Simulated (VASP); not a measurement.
# CsBr (Pm-3m) in VASP: a series of runs

CsBr is run at these levels: PBEsol; tasks: relaxation of cell and atoms.

Program: VASP 6.6.1. These are calculated values, not measurements. Logs are shortened: lines on timing, memory, paths and dates and some standing lists are left out, and cuts for length are marked.

## 1. The cell of the first run

It takes space group Pm-3m (No. 221, cubic). Conventional cell: a = 4.240 Å, b = 4.240 Å, c = 4.240 Å, α = 90.00°, β = 90.00°, γ = 90.00°. Within 4.8 Å of Cs (site symmetry m-3m) lie 8 Br at 3.67 Å and 6 Cs at 4.24 Å. Br (site symmetry m-3m) has 8 Cs at 3.67 Å and 6 Br at 4.24 Å within 4.8 Å.

## 2. Relaxation of cell and atoms, PBEsol, target pressure 10 GPa, at which the enthalpy is minimised

INCAR

```
PREC     = Accurate       # precision mode
ENCUT    = 500            # plane-wave cutoff, eV
EDIFF    = 1E-7           # SCF threshold, eV
ISMEAR   = 0              # smearing method
SIGMA    = 0.01           # smearing width, eV
LREAL    = F              # projectors in reciprocal space
LASPH    = T              # aspherical terms in the spheres
NELM     = 120            # most SCF steps
ALGO     = Normal         # electronic algorithm
ISIF     = 3              # what is computed and relaxed
LWAVE    = F              # write WAVECAR
LCHARG   = F              # write CHGCAR
GGA      = PS             # functional
IBRION   = 2              # ionic algorithm
NSW      = 100            # ionic steps
EDIFFG   = -0.002         # ionic threshold
PSTRESS  = 100.0        
GGA_COMPAT= F            
NELMIN   = 4
```

KPOINTS

```
regular mesh
0
Gamma
  6 6 6
```

POSCAR

```
CsBr
1.0
    4.2401757303      0.0000000000      0.0000000000
    0.0000000000      4.2401757303      0.0000000000
    0.0000000000      0.0000000000      4.2401757303
Cs Br
1 1
Direct
    0.0000000000      0.0000000000      0.0000000000
    0.5000000000      0.5000000000      0.5000000000
```

Potentials or basis: VASP PAW PBE potentials, release 64 (Cs_sv, Br).

Started as:

```bash
> cat potpaw_PBE.64/Cs_sv/POTCAR potpaw_PBE.64/Br/POTCAR > POTCAR
> mpirun -np 1 vasp_std > vasp.out
```

OUTCAR:

```text
PREC = Accurate
   ENCUT = 500
   EDIFF = 1E-7
   ISMEAR = 0
   LREAL = F
   LASPH = T
   NELM = 120
   ISIF = 3
   GGA = PS
   IBRION = 2
   NSW = 100
   EDIFFG = -0.002
   PSTRESS = 100.0
   NELMIN = 4

 ion  position               nearest neighbor table
   1  0.000  0.000  0.000-
   2  0.500  0.500  0.500-

  LATTYP: Found a simple cubic cell.
 ALAT       =     4.2401757303

  Lattice vectors:

 A1 = (   4.2401757303,   0.0000000000,   0.0000000000)
 A2 = (   0.0000000000,   4.2401757303,   0.0000000000)
 A3 = (   0.0000000000,   0.0000000000,   4.2401757303)

Analysis of symmetry for initial positions (statically):
=====================================================================
 Subroutine PRICEL returns:
 Original cell was already a primitive cell.

 Routine SETGRP: Setting up the symmetry group for a
 simple cubic supercell.

 Subroutine GETGRP returns: Found 48 space group operations
 (whereof 48 operations were pure point group operations)
 out of a pool of 48 trial point group operations.

The static configuration has the point symmetry O_h .

Analysis of symmetry for dynamics (positions and initial velocities):
=====================================================================
 Subroutine PRICEL returns:
 Original cell was already a primitive cell.

 Routine SETGRP: Setting up the symmetry group for a
 simple cubic supercell.

 Subroutine GETGRP returns: Found 48 space group operations
 (whereof 48 operations were pure point group operations)
 out of a pool of 48 trial point group operations.

The dynamic configuration has the point symmetry O_h .

 Subroutine INISYM returns: Found 48 space group operations
 (whereof 48 operations are pure point group operations),
 and found     1 'primitive' translations

----------------------------------------------------------------------------------------

                                     Primitive cell

  volume of cell :      76.2345

  direct lattice vectors                    reciprocal lattice vectors
     4.240175730  0.000000000  0.000000000     0.235839282  0.000000000  0.000000000
     0.000000000  4.240175730  0.000000000     0.000000000  0.235839282  0.000000000
     0.000000000  0.000000000  4.240175730     0.000000000  0.000000000  0.235839282

  length of vectors
     4.240175730  4.240175730  4.240175730     0.235839282  0.235839282  0.235839282

  position of ions in fractional coordinates (direct lattice)
     0.000000000  0.000000000  0.000000000
     0.500000000  0.500000000  0.500000000

  ion indices of the primitive-cell ions
   primitive index   ion index
                 1           1
                 2           2

----------------------------------------------------------------------------------------

 KPOINTS: regular mesh

Automatic generation of k-mesh.
 Grid dimensions read from file:
 generate k-points for:    6    6    6

 Generating k-lattice:

  Cartesian coordinates                     Fractional coordinates (reciprocal lattice)
     0.039306547  0.000000000  0.000000000     0.166666667  0.000000000  0.000000000
     0.000000000  0.039306547  0.000000000     0.000000000  0.166666667  0.000000000
     0.000000000  0.000000000  0.039306547     0.000000000  0.000000000  0.166666667

  Length of vectors
     0.039306547  0.039306547  0.039306547

  Shift w.r.t. Gamma in fractional coordinates (k-lattice)
     0.000000000  0.000000000  0.000000000

 Subroutine IBZKPT returns following result:
 ===========================================

 Found     20 irreducible k-points:

 Following reciprocal coordinates:
            Coordinates               Weight
  0.000000  0.000000  0.000000      1.000000
  0.166667  0.000000  0.000000      6.000000
  0.333333  0.000000  0.000000      6.000000
  0.500000  0.000000  0.000000      3.000000
  0.166667  0.166667  0.000000     12.000000
  0.333333  0.166667  0.000000     24.000000
[... 12 lines left out ...]
  0.500000  0.500000  0.333333      6.000000
  0.500000  0.500000  0.500000      1.000000
   k-points           NKPTS =     20   k-points in BZ     NKDIM =     20   number of bands    NBANDS=     12
   number of dos      NEDOS =    301   number of ions     NIONS =      2
   total plane-waves  NPLWV =  32768
   dimension x,y,z NGX =    32 NGY =   32 NGZ =   32
   dimension x,y,z NGXF=    64 NGYF=   64 NGZF=   64
   ions per type =               1   1
   NGX,Y,Z   is equivalent  to a cutoff of  12.55, 12.55, 12.55 a.u.
   NGXF,Y,Z  is equivalent  to a cutoff of  25.09, 25.09, 25.09 a.u.
 SYSTEM =  unknown system
   PREC   = accura    normal or accurate (medium, high low for compatibility)
   ISTART =      0    job   : 0-new  1-cont  2-samecut
   ICHARG =      2    charge: 1-file 2-atom 10-const
   ISPIN  =      1    spin polarized calculation?
   LNONCOLLINEAR =      F non collinear calculations
   LSORBIT =      F    spin-orbit coupling
   LASPH  =      T    aspherical Exc in radial PAW
   ENCUT  =  500.0 eV  36.75 Ry    6.06 a.u.   7.73  7.73  7.73*2*pi/ulx,y,z
   NELM   =    120;   NELMIN=  4; NELMDL= -5     # of ELM steps
   EDIFF  = 0.1E-06   stopping-criterion for ELM
   LREAL  =      F    real-space projection
   EDIFFG = -.2E-02   stopping-criterion for IOM
   NSW    =    100    number of steps for IOM
   IBRION =      2    ionic relax: 0-MD 1-quasi-New 2-CG
   NFREE  =      1    steps in history (QN), initial steepest desc. (CG)
   ISIF   =      3    stress and relaxation
   ISYM   =      2    0-nonsym 1-usesym 2-fastsym
   POTIM  = 0.5000    time-step for ionic-motion
   TEBEG  =    0.0;   TEEND  =   0.0 temperature during run
   PSTRESS=  100.0 pullay stress
   NELECT =      16.0000    total number of electrons
   NUPDOWN=      -1.0000    fix difference up-down
   EMIN   =  10.00;   EMAX   =-10.00  energy-range for DOS
   EFERMI =   0.00;   METHOD = LEGACY
   ISMEAR =     0;   SIGMA  =   0.01  broadening in eV -4-tet -1-fermi 0-gaus
   EFERMI_NEDOS =   21; number of points for ismear=-14 and -15
   IALGO  =     38    algorithm
   IMIX   =      4    mixing-type and parameters
     AMIX     =   0.40;   BMIX     =  1.00
     AMIX_MAG =   1.60;   BMIX_MAG =  1.00
  volume/ion in A,a.u.               =      38.12       257.23
  Fermi-wavevector in a.u.,A,eV,Ry     =   0.972891  1.838498 12.878151  0.946517
  Thomas-Fermi vector in A             =   2.103227
   LORBIT       =      0    0 simple, 1 ext, 2 COOP (PROOUT), +10 PAW based schemes
   GGA     = PS    functional components
   LHFCALC =     F    Hartree Fock is set to
   AEXX    =    0.0000 exact exchange contribution
   IVDW    =     0    specifies the selected vdW correction
   LEPSILON=     F    determine dielectric tensor
   LRPA    =     F    only Hartree local field effects (RPA)
 conjugate gradient relaxation of ions
 non-spin polarized calculation
 Gauss-broadening in eV      SIGMA  =   0.01
  energy-cutoff  :      500.00
  volume of cell :       76.23
 maximum number of plane-waves:      1956
 NGX is ok and might be reduce to    32
   NGX = 15   NGY = 15   NGZ = 15

--------------------------------------- Ionic step        1  -------------------------------------------

 number of electron      15.9999996 magnetization

 Free energy of the ion-electron system (eV)
  ---------------------------------------------------
  ext. energy  EPLUGINS =         0.00000000
  ---------------------------------------------------
  free energy    TOTEN  =        -6.34710941 eV

  energy without entropy =       -6.34710941  energy(sigma->0) =       -6.34710941

 E-fermi :  -0.1728     XC(G=0):  -8.4254

 val. band max:       -0.2395920936   @ k =   0.0000   0.0000   0.0000
 cond. band min:       4.2027218376   @ k =   0.0000   0.0000   0.0000
 fundamental gap:      4.4423139312
 Fermi energy:        -0.1728020975

 k-point     1 :       0.0000    0.0000    0.0000
  band No.  band energies     occupation
      1     -19.9582      2.00000
      2     -12.6733      2.00000
      3      -6.5194      2.00000
      4      -6.5194      2.00000
      5      -6.5194      2.00000
      6      -0.2396      2.00000
      7      -0.2396      2.00000
      8      -0.2396      2.00000
      9       4.2027      0.00000
     10       4.5112      0.00000
     11       4.5112      0.00000
     12       8.9572      0.00000
[... 657 lines left out ...]
  FREE ENERGIE OF THE ION-ELECTRON SYSTEM (eV)
  ---------------------------------------------------
  free  energy   TOTEN  =        -5.5747022653 eV

  energy  without entropy=       -5.5747022653  energy(sigma->0) =       -5.57470227

  enthalpy is  TOTEN    =        -2.2630918150 eV   P V=        3.3116104503

--------------------------------------- Ionic step        3  -------------------------------------------

 number of electron      16.0000004 magnetization

 Free energy of the ion-electron system (eV)
  ---------------------------------------------------
  ext. energy  EPLUGINS =         0.00000000
  ---------------------------------------------------
  free energy    TOTEN  =        -5.89886982 eV

  energy without entropy =       -5.89886982  energy(sigma->0) =       -5.89886982

 E-fermi :   1.8472     XC(G=0):  -9.7960

 val. band max:        1.7730692064   @ k =   0.0000   0.0000   0.0000
 cond. band min:       5.7390092168   @ k =   0.0000   0.0000   0.0000
 fundamental gap:      3.9659400105
 Fermi energy:         1.8472075416

 k-point     1 :       0.0000    0.0000    0.0000
  band No.  band energies     occupation
      1     -18.0445      2.00000
      2     -11.2814      2.00000
      3      -4.3985      2.00000
      4      -4.3985      2.00000
      5      -4.3985      2.00000
      6       1.7731      2.00000
      7       1.7731      2.00000
      8       1.7731      2.00000
      9       5.7390      0.00000
     10       5.7390      0.00000
     11       7.5614      0.00000
     12      11.6183      0.00000
[... 305 lines left out ...]
 POSITION                                       TOTAL-FORCE (eV/Angst)
 -----------------------------------------------------------------------------------
      0.00000      0.00000      0.00000        -0.000000      0.000000      0.000000
      1.92669      1.92669      1.92669         0.000000      0.000000      0.000000
 -----------------------------------------------------------------------------------
    total drift:                                0.000000      0.000000     -0.000000

  FREE ENERGIE OF THE ION-ELECTRON SYSTEM (eV)
  ---------------------------------------------------
  free  energy   TOTEN  =        -5.8988698167 eV

  energy  without entropy=       -5.8988698167  energy(sigma->0) =       -5.89886982

  enthalpy is  TOTEN    =        -2.3276509331 eV   P V=        3.5712188836

 reached required accuracy - stopping structural energy minimisation
```

It took 23 s on 1 thread of AMD EPYC 9R45 (Zen 5), shared host; peak memory 0.16 GiB.

Results:

- Free energy: -5.8989 eV
- Relaxed volume: 28.61 Å³/atom
- Relaxed cell: a = 3.853 Å, b = 3.853 Å, c = 3.853 Å, α = 90.00°, β = 90.00°, γ = 90.00°
- Space group after relaxing (to 0.05 Å): Pm-3m (No. 221)
- Energy change on relaxing (the enthalpy is what falls): +224.1 meV/atom
- Ionic steps: 3
- Pressure after relaxing: 10.0 GPa
- Band gap on the k mesh: 3.97 eV, direct

Step by step:
| step | energy change (eV) | largest force (eV/Å) | pressure (GPa) | volume (Å³) |
| --- | --- | --- | --- | --- |
| 1 | 0.0000 | 0.0000 | 0.09 | 76.23 |
| 2 | 0.7724 | 0.0000 | 15.30 | 53.06 |
| 3 | 0.4482 | 0.0000 | 10.00 | 57.22 |

Final structure:
```cif
data_structure
_symmetry_space_group_name_H-M 'P 1'
_symmetry_Int_Tables_number 1
_cell_length_a 3.8534
_cell_length_b 3.8534
_cell_length_c 3.8534
_cell_angle_alpha 90.000
_cell_angle_beta 90.000
_cell_angle_gamma 90.000
_cell_volume 57.22
loop_
_atom_site_label
_atom_site_type_symbol
_atom_site_fract_x
_atom_site_fract_y
_atom_site_fract_z
_atom_site_occupancy
Cs1 Cs 0.00000 0.00000 0.00000 1
Br1 Br 0.50000 0.50000 0.50000 1
```

Caveat: the cell is relaxed towards a set pressure, so the enthalpy falls and the energy may rise; the volume moved by over 15 % at a fixed basis, so the end points are rough; the PAW data sets were made with another functional, which shifts forces and pressure a little; spin-orbit coupling is left out, which moves the levels of the heavy elements.

## 3. Relaxation of cell and atoms, PBEsol, target pressure 15 GPa, at which the enthalpy is minimised

INCAR

```
SYSTEM = CsBr
PREC     = Accurate       ! precision mode
ENCUT    = 500            ! plane-wave cutoff, eV
EDIFF    = 1E-7           ! SCF threshold, eV
ISMEAR   = 0              ! smearing method
SIGMA    = 0.01           ! smearing width, eV
LREAL    = .False.        ! projectors in reciprocal space
LASPH    = .True.         ! aspherical terms in the spheres
NELM     = 120            ! most SCF steps
ALGO     = Normal         ! electronic algorithm
ISIF     = 3              ! what is computed and relaxed
LWAVE    = .False.        ! write WAVECAR
LCHARG   = .False.        ! write CHGCAR
GGA      = PS             ! functional
IBRION   = 2              ! ionic algorithm
NSW      = 100            ! ionic steps
EDIFFG   = -0.002         ! ionic threshold
PSTRESS  = 150.0        
GGA_COMPAT= .False.      
NELMIN   = 4
```

KPOINTS

```
regular mesh
0
Gamma
  6 6 6
  0 0 0
```

POSCAR is that of step 2.

Potentials or basis: VASP PAW PBE potentials, release 64 (Cs_sv, Br).

Started as:

```bash
> cat potpaw_PBE.64/Cs_sv/POTCAR potpaw_PBE.64/Br/POTCAR > POTCAR
> mpirun -np 1 vasp_std > vasp.out
```

It took 41 s on 1 thread of AMD EPYC 9R45 (Zen 5), shared host; peak memory 0.16 GiB.

Results (log left out):

* Free energy: -5.5932 eV
* Relaxed volume: 26.63 Å³/atom
* Relaxed cell: a = 3.762 Å, b = 3.762 Å, c = 3.762 Å, α = 90.00°, β = 90.00°, γ = 90.00°
* Space group after relaxing (to 0.05 Å): Pm-3m (No. 221)
* Energy change on relaxing (the enthalpy is what falls): +376.9 meV/atom
* Ionic steps: 7
* Pressure after relaxing: 15.0 GPa
* Band gap on the k mesh: 3.65 eV, direct

The path:
| step | energy change (eV) | largest force (eV/Å) | pressure (GPa) | volume (Å³) |
| --- | --- | --- | --- | --- |
| 1 | 0.0000 | 0.0000 | 0.09 | 76.23 |
| 2 | 2.3081 | 0.0000 | 39.34 | 43.40 |
| 3 | 0.7105 | 0.0000 | 14.31 | 53.73 |
| 4 | 0.7467 | 0.0000 | 14.89 | 53.33 |
| 5 | 0.7850 | 0.0000 | 15.51 | 52.93 |
| 6 | 0.7286 | 0.0000 | 14.60 | 53.53 |
| 7 | 0.7539 | 0.0000 | 15.01 | 53.25 |

Final structure:
```xyz
2
Lattice="3.7623 0.0000 0.0000 0.0000 3.7623 0.0000 0.0000 0.0000 3.7623" Properties=species:S:1:pos:R:3 pbc="T T T"
Cs    0.0000    0.0000    0.0000
Br    1.8811    1.8811    1.8811
```

Levels at points of the mesh, in eV from the valence-band top:
| k point | band 4 | band 5 | band 6 | band 7 | band 8 | band 9 | band 10 | band 11 | band 12 |
| --- | --- | --- | --- | --- | --- | --- | --- | --- | --- |
| (0.00, 0.00, 0.00) | -6.26 | -6.26 | 0.00 | 0.00 | 0.00 | 3.65 | 3.65 | 6.23 | 9.94 |
| (0.50, 0.00, 0.00) | -5.80 | -5.80 | -2.64 | -0.92 | -0.92 | 5.27 | 7.52 | 9.03 | 10.00 |
| (0.50, 0.50, 0.00) | -7.95 | -5.57 | -0.71 | -0.71 | -0.43 | 4.91 | 5.27 | 6.98 | 6.98 |
| (0.50, 0.50, 0.50) | -7.20 | -7.20 | -2.86 | -2.86 | -2.86 | 10.24 | 10.24 | 10.24 | 11.16 |

Caveat: the cell is relaxed towards a set pressure, so the enthalpy falls and the energy may rise; the volume moved by over 15 % at a fixed basis, so the end points are rough; the PAW data sets were made with another functional, which shifts forces and pressure a little; spin-orbit coupling is left out, which moves the levels of the heavy elements.
